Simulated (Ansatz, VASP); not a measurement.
## BeSe4: VASP beside Ansatz

```
CELL_PARAMETERS angstrom
3.59610 0.00000 0.00000
-1.79805 3.11431 0.00000
0.00000 0.00000 8.59980
ATOMIC_POSITIONS crystal
Be 0.00000 0.00000 0.00000
Se 0.33333 0.66667 0.85414
Se 0.33333 0.66667 0.39616
Se 0.66667 0.33333 0.14586
Se 0.66667 0.33333 0.60384
```

Change from the starting cell: species swapped into the Co4H type (P-3m1, No. 164).

Alike in both runs: task relaxation of cell and atoms; functional PBE; k mesh 12 × 12 × 6; occupations gaussian, width 0.1 eV; no spin polarisation.

|  | VASP | Ansatz |
| --- | --- | --- |
| version | VASP 6.6.1 | Ansatz 0.2.0 |
| potentials or method | VASP PAW PBE potentials, release 64 (Be, Se), cutoff 600 eV | scalar-relativistic, plane waves, PAW |
| valence electrons in the cell | 26 | 66 |

|  | VASP | Ansatz | Ansatz less VASP |
| --- | --- | --- | --- |
| gap on the k mesh at the Fermi level, each at its own relaxed structure (eV) | none | none | - |
| relaxed volume (Å³/atom) | 19.27 | 19.26 | -0.007 |
| relaxed cell length with the largest relative difference (Å) | 8.630 | 8.635 | +0.0051 |

A gap of «none» marks a metal or a gap that the smearing closes. VASP's potentials hold 26 valence electrons a cell and Ansatz's 66, so a difference there can come from the potentials and not from the codes.
